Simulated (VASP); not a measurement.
# Hf3SnS8 (P3m1) in VASP: a series of runs

The runs below take Hf3SnS8 through single point, relaxation of cell and atoms, with PBE.

All numbers are computed with VASP 6.6.1; they aren't measurements. Logs are shortened: lines on timing, memory, paths and dates and some standing lists are left out, and cuts for length are marked.

## (1) The cell of the first run

The structure is trigonal, space group P3m1 (No. 156). Conventional cell: a = 3.620 Å, b = 3.620 Å, c = 24.304 Å, α = 90.00°, β = 90.00°, γ = 120.00°. Hf (site symmetry 3m) has 6 S at 2.54 Å within 3.3 Å. Within 3.3 Å of Hf (site symmetry 3m) lie 6 S at 2.54 Å. Within 3.3 Å of Hf (site symmetry 3m) lie 6 S at 2.54 Å. Sn (site symmetry 3m) has 6 S at 2.54 Å within 3.3 Å. S (site symmetry 3m) has 3 Hf at 2.54 Å within 3.3 Å. Within 3.3 Å of S (site symmetry 3m) lie 3 Hf at 2.54 Å. S (site symmetry 3m) has 3 Hf at 2.54 Å within 3.3 Å. Within 3.3 Å of S (site symmetry 3m) lie 3 Sn at 2.54 Å.

## (2) Single point, PBE

INCAR

```
  ALGO = Normal
  EDIFF = 1E-7
  ENCUT = 520
  GGA = PE
  ISIF = 2
  ISMEAR = 0
  LASPH = True
  LCHARG = True
  LELF = True
  LREAL = False
  LVHAR = True
  LWAVE = False
  NBANDS = 58
  NELM = 100
  PREC = Accurate
  SIGMA = 0.1
```

KPOINTS

```
k-points
0
Gamma
  6 6 1
```

POSCAR

```
Hf3SnS8
1.0
    3.6202087500      0.0000000000      0.0000000000
   -1.8101043700      3.1351927400      0.0000000000
    0.0000000000      0.0000000000     24.3043686500
Hf Sn S
3 1 8
Direct
    0.3333333300      0.6666666700      0.3125050400
    0.3333333300      0.6666666700      0.8125050400
    0.6666666700      0.3333333300      0.0625050400
    0.6666666700      0.3333333300      0.5625050400
    0.6666666700      0.3333333300      0.3717020500
    0.6666666700      0.3333333300      0.8717020500
    0.3333333300      0.6666666700      0.1217020500
    0.3333333300      0.6666666700      0.6217020500
    0.0000000000      0.0000000000      0.0032939000
    0.0000000000      0.0000000000      0.5032939000
    0.0000000000      0.0000000000      0.2532939000
    0.0000000000      0.0000000000      0.7532939000
```

Potentials or basis: VASP PAW PBE potentials, release 64 (Hf_pv, Sn_d, S).

Command:

```console
cat potpaw_PBE.64/Hf_pv/POTCAR potpaw_PBE.64/Sn_d/POTCAR potpaw_PBE.64/S/POTCAR > POTCAR
mpirun -np 1 vasp_std > vasp.out
```

OUTCAR:

```text
EDIFF = 1E-7
   ENCUT = 520
   GGA = PE
   ISIF = 2
   ISMEAR = 0
   LASPH = True
   LREAL = False
   NELM = 100
   PREC = Accurate

 ion  position               nearest neighbor table
   1  0.333  0.667  0.313-   5 2.54   5 2.54   5 2.54  11 2.54  11 2.54  11 2.54
   2  0.333  0.667  0.813-   6 2.54   6 2.54   6 2.54  12 2.54  12 2.54  12 2.54
   3  0.667  0.333  0.063-   7 2.54   7 2.54   7 2.54   9 2.54   9 2.54   9 2.54
   4  0.667  0.333  0.563-   8 2.54   8 2.54   8 2.54  10 2.54  10 2.54  10 2.54
   5  0.667  0.333  0.372-   1 2.54   1 2.54   1 2.54
   6  0.667  0.333  0.872-   2 2.54   2 2.54   2 2.54
   7  0.333  0.667  0.122-   3 2.54   3 2.54   3 2.54
   8  0.333  0.667  0.622-   4 2.54   4 2.54   4 2.54
   9  0.000  0.000  0.003-   3 2.54   3 2.54   3 2.54
  10  0.000  0.000  0.503-   4 2.54   4 2.54   4 2.54
  11  0.000  0.000  0.253-   1 2.54   1 2.54   1 2.54
  12  0.000  0.000  0.753-   2 2.54   2 2.54   2 2.54

  LATTYP: Found a hexagonal cell.
 ALAT       =     3.6202087500
 C/A-ratio  =     6.7135268512

  Lattice vectors:

 A1 = (   3.6202087500,   0.0000000000,   0.0000000000)
 A2 = (  -1.8101043700,   3.1351927400,   0.0000000000)
 A3 = (   0.0000000000,   0.0000000000,  24.3043686500)

Analysis of symmetry for initial positions (statically):
=====================================================================
 Subroutine PRICEL returns:
 Original cell was already a primitive cell.

 Routine SETGRP: Setting up the symmetry group for a
 hexagonal supercell.

 Subroutine GETGRP returns: Found  6 space group operations
 (whereof  6 operations were pure point group operations)
 out of a pool of 24 trial point group operations.

The static configuration has the point symmetry C_3v.

Analysis of symmetry for dynamics (positions and initial velocities):
=====================================================================
 Subroutine PRICEL returns:
 Original cell was already a primitive cell.

 Routine SETGRP: Setting up the symmetry group for a
 hexagonal supercell.

 Subroutine GETGRP returns: Found  6 space group operations
 (whereof  6 operations were pure point group operations)
 out of a pool of 24 trial point group operations.

The dynamic configuration has the point symmetry C_3v.

 Subroutine INISYM returns: Found  6 space group operations
 (whereof  6 operations are pure point group operations),
 and found     1 'primitive' translations

----------------------------------------------------------------------------------------

                                     Primitive cell

  volume of cell :     275.8559

  direct lattice vectors                    reciprocal lattice vectors
     3.620208750  0.000000000  0.000000000     0.276227165  0.159479828  0.000000000
    -1.810104370  3.135192740  0.000000000     0.000000000  0.318959657  0.000000000
     0.000000000  0.000000000 24.304368650     0.000000000  0.000000000  0.041144866

  length of vectors
     3.620208750  3.620208744 24.304368650     0.318959656  0.318959657  0.041144866

  position of ions in fractional coordinates (direct lattice)
     0.333333330  0.666666670  0.312505040
     0.333333330  0.666666670  0.812505040
     0.666666670  0.333333330  0.062505040
     0.666666670  0.333333330  0.562505040
     0.666666670  0.333333330  0.371702050
     0.666666670  0.333333330  0.871702050
     0.333333330  0.666666670  0.121702050
     0.333333330  0.666666670  0.621702050
     0.000000000  0.000000000  0.003293900
     0.000000000  0.000000000  0.503293900
     0.000000000  0.000000000  0.253293900
     0.000000000  0.000000000  0.753293900

  ion indices of the primitive-cell ions
   primitive index   ion index
                 1           1
                 2           2
                 3           3
                 4           4
                 5           5
                 6           6
                 7           7
                 8           8
                 9           9
                10          10
                11          11
                12          12

----------------------------------------------------------------------------------------

 KPOINTS: k-points

Automatic generation of k-mesh.
 Grid dimensions read from file:
 generate k-points for:    6    6    1

 Generating k-lattice:

  Cartesian coordinates                     Fractional coordinates (reciprocal lattice)
     0.046037861  0.026579971  0.000000000     0.166666667  0.000000000  0.000000000
     0.000000000  0.053159943  0.000000000     0.000000000  0.166666667  0.000000000
     0.000000000  0.000000000  0.041144866     0.000000000  0.000000000  1.000000000

  Length of vectors
     0.053159943  0.053159943  0.041144866

  Shift w.r.t. Gamma in fractional coordinates (k-lattice)
     0.000000000  0.000000000  0.000000000

 Subroutine IBZKPT returns following result:
 ===========================================

 Found      7 irreducible k-points:

[... 39 lines left out ...]
   NUPDOWN=      -1.0000    fix difference up-down
   EMIN   =  10.00;   EMAX   =-10.00  energy-range for DOS
   EFERMI =   0.00;   METHOD = LEGACY
   ISMEAR =     0;   SIGMA  =   0.10  broadening in eV -4-tet -1-fermi 0-gaus
   EFERMI_NEDOS =   21; number of points for ismear=-14 and -15
   IALGO  =     38    algorithm
   IMIX   =      4    mixing-type and parameters
     AMIX     =   0.40;   BMIX     =  1.00
     AMIX_MAG =   1.60;   BMIX_MAG =  1.00
  volume/ion in A,a.u.               =      22.99       155.13
  Fermi-wavevector in a.u.,A,eV,Ry     =   1.135298  2.145403 17.536584  1.288903
  Thomas-Fermi vector in A             =   2.272003
   LORBIT       =      0    0 simple, 1 ext, 2 COOP (PROOUT), +10 PAW based schemes
   GGA     = PE    functional components
   LHFCALC =     F    Hartree Fock is set to
   AEXX    =    0.0000 exact exchange contribution
   IVDW    =     0    specifies the selected vdW correction
   LEPSILON=     F    determine dielectric tensor
   LRPA    =     F    only Hartree local field effects (RPA)
 non-spin polarized calculation
 Gauss-broadening in eV      SIGMA  =   0.10
  energy-cutoff  :      520.00
  volume of cell :      275.86
 maximum number of plane-waves:      7459
 NGX is ok and might be reduce to    28
   NGX = 13   NGY = 13   NGZ = 91

 number of electron      92.0000003 magnetization

 Free energy of the ion-electron system (eV)
  ---------------------------------------------------
  ext. energy  EPLUGINS =         0.00000000
  ---------------------------------------------------
  free energy    TOTEN  =       -81.78392229 eV

  energy without entropy =      -81.78392229  energy(sigma->0) =      -81.78392229

 E-fermi :   3.8522     XC(G=0):  -9.4497

 val. band max:        3.3642356400   @ k =   0.0000   0.0000   0.0000
 cond. band min:       4.5270084764   @ k =   0.5000   0.0000   0.0000
 fundamental gap:      1.1627728364
 Fermi energy:         3.8522229537

 k-point     1 :       0.0000    0.0000    0.0000
  band No.  band energies     occupation
      1     -27.2846      2.00000
      2     -27.2826      2.00000
      3     -27.2805      2.00000
      4     -27.1652      2.00000
      5     -27.1652      2.00000
      6     -27.1629      2.00000
[... 50 lines left out ...]
     57       6.8519      0.00000
     58       8.4879      0.00000

 k-point     2 :       0.1667   -0.0000    0.0000
  band No.  band energies     occupation
      1     -27.2749      2.00000
      2     -27.2729      2.00000
      3     -27.2708      2.00000
      4     -27.2157      2.00000
      5     -27.2134      2.00000
      6     -27.2112      2.00000
[... 50 lines left out ...]
     57       7.8411      0.00000
     58       8.3351      0.00000
[... 242 lines left out ...]
     57       8.7046      0.00000
     58       8.7919      0.00000

 k-point     7 :       0.3333    0.3333    0.0000
  band No.  band energies     occupation
      1     -27.3027      2.00000
      2     -27.3027      2.00000
      3     -27.3004      2.00000
      4     -27.3003      2.00000
      5     -27.2982      2.00000
      6     -27.2982      2.00000
[... 50 lines left out ...]
     57       9.0424      0.00000
     58       9.2649      0.00000

------------------------ aborting loop because EDIFF is reached ----------------------------------------

  FORCE on cell =-STRESS in cart. coord.  units (eV):
  Direction    XX          YY          ZZ          XY          YZ          ZX
  --------------------------------------------------------------------------------------
  -------------------------------------------------------------------------------------
  Total        5.1981620      5.1981620      5.1413123      0.0000000      0.0000000      0.0000000
  in kB       30.1910482     30.1910481     29.8608635      0.0000000      0.0000000      0.0000000
  external PRESSURE =      30.0809866 kB  Pullay stress =       0.0000000 kB

 VOLUME and BASIS-vectors are now :
 -----------------------------------------------------------------------------
  energy-cutoff  :      520.00
  volume of cell :      275.86
      direct lattice vectors                 reciprocal lattice vectors
     3.620208750  0.000000000  0.000000000     0.276227165  0.159479828  0.000000000
    -1.810104370  3.135192740  0.000000000     0.000000000  0.318959657  0.000000000
     0.000000000  0.000000000 24.304368650     0.000000000  0.000000000  0.041144866

 POSITION                                       TOTAL-FORCE (eV/Angst)
 -----------------------------------------------------------------------------------
     -0.00000      2.09013      7.59524         0.000000      0.000000      0.007285
     -0.00000      2.09013     19.74742        -0.000000      0.000000      0.012553
      1.81010      1.04506      1.51915         0.000000     -0.000000      0.007210
      1.81010      1.04506     13.67133         0.000000     -0.000000      0.001387
      1.81010      1.04506      9.03398        -0.000000      0.000000      0.125636
      1.81010      1.04506     21.18617         0.000000     -0.000000      0.115572
     -0.00000      2.09013      2.95789         0.000000      0.000000      0.117173
     -0.00000      2.09013     15.11008        -0.000000     -0.000000      0.694949
      0.00000      0.00000      0.08006        -0.000000      0.000000     -0.124465
      0.00000      0.00000     12.23224        -0.000000      0.000000     -0.713227
      0.00000      0.00000      6.15615        -0.000000      0.000000     -0.124477
      0.00000      0.00000     18.30833        -0.000000      0.000000     -0.119597
 -----------------------------------------------------------------------------------
    total drift:                               -0.000003      0.000001      0.000098

  FREE ENERGIE OF THE ION-ELECTRON SYSTEM (eV)
  ---------------------------------------------------
  free  energy   TOTEN  =       -81.7839222938 eV

  energy  without entropy=      -81.7839222938  energy(sigma->0) =      -81.78392229
```

Wall time 1.8 min (1 thread of Intel Xeon 6975P-C (Granite Rapids), shared host); peak memory 0.44 GiB.

What came out:

| Item | Value |
| --- | --- |
| Free energy | -81.7839 eV |
| Pressure | 3.0 GPa |
| Largest force | 0.713 eV/Å |
| Band gap on the k mesh | 1.16 eV (least direct gap 1.84 eV) |

Forces on the atoms (eV/Å):
```
Hf   0.000  0.000  0.007
Hf   0.000  0.000  0.013
Hf   0.000  0.000  0.007
Sn   0.000  0.000  0.001
S    0.000  0.000  0.126
S    0.000  0.000  0.116
S    0.000  0.000  0.117
S    0.000  0.000  0.695
S    0.000  0.000 -0.124
S    0.000  0.000 -0.713
S    0.000  0.000 -0.124
S    0.000  0.000 -0.120
```

Caveat: the cell stands under pressure; spin-orbit coupling is left out, which moves the levels of the heavy elements; this functional lacks dispersion, which binds layers or chains, so the pressure and a relaxed spacing across them are unreliable.

## (3) Single point, PBE

This run uses another cell than the first one, of 25.97 Å³/atom.

INCAR

```
ALGO     = Normal         # electronic algorithm
EDIFF    = 1E-7           # SCF threshold, eV
ENCUT    = 520            # plane-wave cutoff, eV
GGA      = PE             # functional
ISIF     = 2              # what is computed and relaxed
ISMEAR   = 0              # smearing method
LASPH    = True           # aspherical terms in the spheres
LCHARG   = False          # write CHGCAR
LREAL    = False          # projectors in reciprocal space
LWAVE    = False          # write WAVECAR
NBANDS   = 58             # bands
NELM     = 60             # most SCF steps
PREC     = Accurate       # precision mode
SIGMA    = 0.1            # smearing width, eV
```

KPOINTS is that of step 2.

POSCAR

```
Hf3SnS8
1.0
    3.6676169561     -0.0000000029      0.0000000000
   -1.8338084755      3.1762494568      0.0000000000
    0.0000000000      0.0000000000     26.7559770023
Hf Sn S
3 1 8
Direct
    0.3333333333      0.6666666667      0.3117553760
    0.3333333333      0.6666666667      0.8138350806
    0.6666666667      0.3333333333      0.0628399085
    0.6666666667      0.3333333333      0.5616038335
    0.6666666667      0.3333333333      0.3655149541
    0.6666666667      0.3333333333      0.8675930996
    0.3333333333      0.6666666667      0.1166003452
    0.3333333333      0.6666666667      0.6172855723
    0.0000000000      0.0000000000      0.0090535720
    0.0000000000      0.0000000000      0.5059001963
    0.0000000000      0.0000000000      0.2579710543
    0.0000000000      0.0000000000      0.7600509676
```

Potentials or basis: VASP PAW PBE potentials, release 64 (Hf_pv, Sn_d, S).

Command:

```console
cat potpaw_PBE.64/Hf_pv/POTCAR potpaw_PBE.64/Sn_d/POTCAR potpaw_PBE.64/S/POTCAR > POTCAR
mpirun -np 1 vasp_std > vasp.out
```

Run time: 2.3 min. Hardware: 1 thread of Intel Xeon 6975P-C (Granite Rapids), shared host; peak memory 0.45 GiB.

Results (log left out):

* Free energy: -81.9666 eV
* Pressure: -0.4 GPa
* Largest force: 0.076 eV/Å
* Band gap on the k mesh: 1.22 eV (least direct gap 1.80 eV)

Forces in eV/Å, atoms in the order of the input:
```
Hf   0.000  0.000 -0.004
Hf   0.000  0.000 -0.003
Hf   0.000  0.000 -0.003
Sn   0.000  0.000 -0.003
S    0.000  0.000 -0.072
S    0.000  0.000 -0.072
S    0.000  0.000 -0.073
S    0.000  0.000 -0.016
S    0.000  0.000  0.076
S    0.000  0.000  0.020
S    0.000  0.000  0.076
S    0.000  0.000  0.075
```

Stress tensor (GPa, compression positive):
```
-0.45  0.00  0.00
 0.00 -0.45  0.00
 0.00  0.00 -0.28
```

Levels at points of the mesh, in eV from the valence-band top:
```
           k point  band 43  band 44  band 45  band 46  band 47  band 48  band 49  band 50
(0.00, 0.00, 0.00)    -0.01    -0.01     0.00     0.00     2.08     2.08     2.08     2.08
(0.50, 0.00, 0.00)    -1.05    -1.03    -0.82    -0.57     1.22     1.35     1.36     1.38
```

Caveat: spin-orbit coupling is left out, which moves the levels of the heavy elements; this functional lacks dispersion, which binds layers or chains, so the pressure and a relaxed spacing across them are unreliable. A k mesh can miss the band edges.

## (4) Relaxation of cell and atoms, PBE

INCAR

```
  ALGO = Normal
  EDIFF = 1E-7
  EDIFFG = -0.04
  ENCUT = 600
  GGA = PE
  IBRION = 2
  ISIF = 3
  ISMEAR = 0
  LASPH = T
  LCHARG = F
  LREAL = F
  LWAVE = F
  NELM = 100
  NSW = 90
  PREC = Accurate
  SIGMA = 0.1
```

KPOINTS is that of step 3.

POSCAR

```
Hf3SnS8
1.0
    3.6202087500      0.0000000000      0.0000000000
   -1.8101043700      3.1351927400      0.0000000000
    0.0000000000      0.0000000000     24.3043686500
Hf Sn S
3 1 8
Direct
    0.3333333300      0.6666666700      0.3125050400
    0.3333333300      0.6666666700      0.8125050400
    0.6666666700      0.3333333300      0.0625050400
    0.6666666700      0.3333333300      0.5625050400
    0.6666666700      0.3333333300      0.3717020500
    0.6666666700      0.3333333300      0.8717020500
    0.3333333300      0.6666666700      0.1217020500
    0.3333333300      0.6666666700      0.6217020500
    0.0000000000      0.0000000000      0.0032939000
    0.0000000000      0.0000000000      0.5032939000
    0.0000000000      0.0000000000      0.2532939000
    0.0000000000      0.0000000000      0.7532939000
```

Command:

```console
cat potpaw_PBE.64/Hf_pv/POTCAR potpaw_PBE.64/Sn_d/POTCAR potpaw_PBE.64/S/POTCAR > POTCAR
mpirun -np 1 vasp_std > vasp.out
```

Run time: 19 min. Hardware: 1 thread of Intel Xeon 6975P-C (Granite Rapids), shared host; peak memory 0.53 GiB.

The run converged. Its results:

```yaml
Free_energy: -81.9667 eV
Relaxed_volume: 26.42 Å³/atom
Relaxed_cell: a = 3.662 Å, b = 3.662 Å, c = 27.298 Å, α = 90.00°, β = 90.00°, γ = 120.00°
Space_group_after_relaxing_to_0.1_Å: P3m1 (No. 156)
Energy_gained_by_relaxing: 15.1 meV/atom
Ionic_steps: 14
Pressure_after_relaxing: 0.0 GPa
Largest_force_after_relaxing: 0.034 eV/Å
Band_gap_on_the_k_mesh: 1.23 eV (least direct gap 1.81 eV)
```

Forces on the atoms (eV/Å):
```
Hf   0.000  0.000  0.001
Hf   0.000  0.000 -0.034
Hf   0.000  0.000 -0.019
Sn   0.000  0.000 -0.033
S    0.000  0.000  0.003
S    0.000  0.000  0.017
S    0.000  0.000 -0.006
S    0.000  0.000  0.028
S    0.000  0.000  0.024
S    0.000  0.000  0.005
S    0.000  0.000 -0.005
S    0.000  0.000  0.018
```

The path:
| step | energy change (eV) | largest force (eV/Å) | pressure (GPa) | volume (Å³) |
| --- | --- | --- | --- | --- |
| 1 | 0.0000 | 0.7136 | 3.04 | 275.86 |
| 2 | 0.0147 | 0.6612 | -2.99 | 293.61 |
| 3 | -0.0884 | 0.2708 | -0.06 | 284.18 |
| 4 | -0.1060 | 0.1822 | 0.02 | 285.01 |
| 5 | -0.1160 | 0.1820 | 0.15 | 286.29 |
| 6 | -0.1229 | 0.1799 | 0.08 | 287.61 |
| 7 | -0.1399 | 0.1731 | -0.08 | 291.60 |
| 8 | -0.1613 | 0.1568 | -0.34 | 299.59 |
| 9 | -0.1726 | 0.2049 | -0.57 | 315.67 |
| 10 | -0.1778 | 0.1462 | -0.25 | 315.96 |
| 11 | -0.1798 | 0.0863 | 0.07 | 316.23 |
| 12 | -0.1798 | 0.0843 | 0.10 | 316.25 |
| 13 | -0.1805 | 0.0512 | 0.05 | 316.56 |
| 14 | -0.1808 | 0.0338 | -0.03 | 317.08 |

Final structure:
```
Hf Sn S
1.0
     3.66227    0.00000    0.00000
    -1.83114    3.17162    0.00000
     0.00000    0.00000   27.29805
Hf Sn S
3 1 8
Direct
  0.33333 0.66667 0.31247
  0.33333 0.66667 0.81291
  0.66667 0.33333 0.06253
  0.66667 0.33333 0.56223
  0.66667 0.33333 0.36503
  0.66667 0.33333 0.86540
  0.33333 0.66667 0.11510
  0.33333 0.66667 0.61672
  0.00000 0.00000 0.00986
  0.00000 0.00000 0.50760
  0.00000 0.00000 0.25991
  0.00000 0.00000 0.76026
```

Levels at points of the mesh, in eV from the valence-band top:
```
           k point  band 44  band 45  band 46  band 47  band 48  band 49
(0.00, 0.00, 0.00)    -0.01     0.00     0.00     2.08     2.08     2.09
(0.50, 0.00, 0.00)    -1.04    -0.83    -0.57     1.23     1.35     1.36
```

Caveat: spin-orbit coupling is left out, which moves the levels of the heavy elements; this functional lacks dispersion, which binds layers or chains, so the pressure and a relaxed spacing across them are unreliable.

## (5) The runs side by side

```tsv
task	cell	cutoff (eV)	gap on the mesh (eV)	pressure (GPa)	largest force (eV/Å)
single point	a = 3.620, b = 3.620, c = 24.304 Å, angles 90.0, 90.0, 120.0°, 12 atoms, atomic positions A	520	1.16	3.0	0.71
single point	a = 3.668, b = 3.668, c = 26.756 Å, angles 90.0, 90.0, 120.0°, 12 atoms, atomic positions B	520	1.22	-0.4	0.08
relaxation of cell and atoms	relaxed from a = 3.620, b = 3.620, c = 24.304 Å, angles 90.0, 90.0, 120.0°, 12 atoms, atomic positions A	600	1.23	0.0	0.03
```

Alike in all rows: level PBE; potentials or basis VASP PAW PBE potentials, release 64 (Hf_pv, Sn_d, S); no spin polarisation; k mesh 6 × 6 × 1; smearing gaussian 0.1 eV.

Caveats: spin-orbit coupling is left out, which moves the levels of the heavy elements; this functional lacks dispersion, which binds layers or chains, so the pressure and a relaxed spacing across them are unreliable; the cell stands under pressure (at least some runs).

Total energies depend on the potentials used, so only differences within one code and one set of settings carry meaning.
